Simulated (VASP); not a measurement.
Write the native input for VASP 6.6.1 that does the following.

```
Task                   : single point
Functional             : PBE
Potentials or basis    : VASP PAW PBE potentials, release 64 (Hf_pv, O)
Cutoff                 : 520 eV
k mesh                 : 4 × 4 × 4
Occupations            : gaussian, width 0.02 eV
Spin                   : no spin polarisation
Dipole correction      : no
Further INCAR settings : ALGO = Normal; EDIFF = 1e-07; NBANDS = 56
```

The structure of HfO2 lies in POSCAR:

```
HfO2
1.0
    5.1609175149      0.0000000000     -0.0053570778
    0.0000000000      5.2121208417      0.0000000000
   -0.8931189391      0.0000000000      5.2768890544
Hf O
4 8
Direct
    0.2757348220      0.4570612890      0.7083732281
    0.7242651780      0.9570612890      0.7916267719
    0.7242651780      0.5429387110      0.2916267719
    0.2757348220      0.0429387110      0.2083732281
    0.4491836591      0.7427864425      0.9766480951
    0.5508163409      0.2427864425      0.5233519049
    0.5508163409      0.2572135575      0.0233519049
    0.4491836591      0.7572135575      0.4766480951
    0.0671197899      0.3286477954      0.3484185038
    0.9328802101      0.8286477954      0.1515814962
    0.9328802101      0.6713522046      0.6515814962
    0.0671197899      0.1713522046      0.8484185038
```

These files were run (other wordings do the same):

INCAR

```
SYSTEM = HfO2
PREC = Accurate
ENCUT = 520
EDIFF = 1E-7
ISMEAR = 0
SIGMA = 0.02
LREAL = .FALSE.
LASPH = .TRUE.
NELM = 80
ALGO = Normal
ISIF = 2
LWAVE = .FALSE.
LCHARG = .FALSE.
GGA = PE
NBANDS = 56
```

KPOINTS

```
regular mesh
0
G
  4 4 4
  0 0 0
```

Potentials or basis: VASP PAW PBE potentials, release 64 (Hf_pv, O).

The run is started by

```sh
$ cat potpaw_PBE.64/Hf_pv/POTCAR potpaw_PBE.64/O/POTCAR > POTCAR
$ mpirun -np 1 vasp_std > vasp.out
```

It gave:

| Quantity | Value |
| --- | --- |
| Pressure | -3.0 GPa |
| Largest force | 0.079 eV/Å |
| Band gap on the k mesh | 4.00 eV (least direct gap 4.08 eV) |

Caveat: the cell stands under tension; spin-orbit coupling is left out, which moves the levels of the heavy elements.

Wall time 6.6 min on 1 thread of AMD EPYC 7R13, with other jobs on the host, peak memory 0.31 GiB.
